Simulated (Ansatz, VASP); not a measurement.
As: VASP beside Ansatz

```xyz
2
Lattice="3.5760 0.0000 0.0000 -1.7880 3.0969 0.0000 0.0000 0.0000 28.0000" Properties=species:S:1:pos:R:3 pbc="T T T"
As    0.0000    2.0646   15.0360
As    1.7880    1.0323   12.9640
```

Alike in both runs: task single point; functional LDA; k mesh 9 × 9 × 1; occupations gaussian, width 0.02 eV; no spin polarisation.

|  | VASP | Ansatz |
| --- | --- | --- |
| version | VASP 6.6.1 | Ansatz 0.2.0 |
| potentials or method | VASP PAW LDA potentials, release 64 (As), cutoff 520 eV | scalar-relativistic, plane waves, PAW |
| valence electrons in the cell | 10 | 30 |

VASP gave:

* gap on the k mesh at the Fermi level (eV): none
* rms of the force components (eV/Å): 1.968

Q: What did Ansatz give for the same quantities?

A: gap on the k mesh at the Fermi level (eV): none; rms of the force components (eV/Å): 1.970.

LDA's correlation is that of Perdew and Zunger in VASP and of Perdew and Wang (1992) in Ansatz. Atom by atom the forces differ by 0.002 eV/Å (rms over components). A gap of «none» marks a metal or a gap that the smearing closes. VASP's potentials hold 10 valence electrons a cell and Ansatz's 30, so a difference there can come from the potentials and not from the codes.
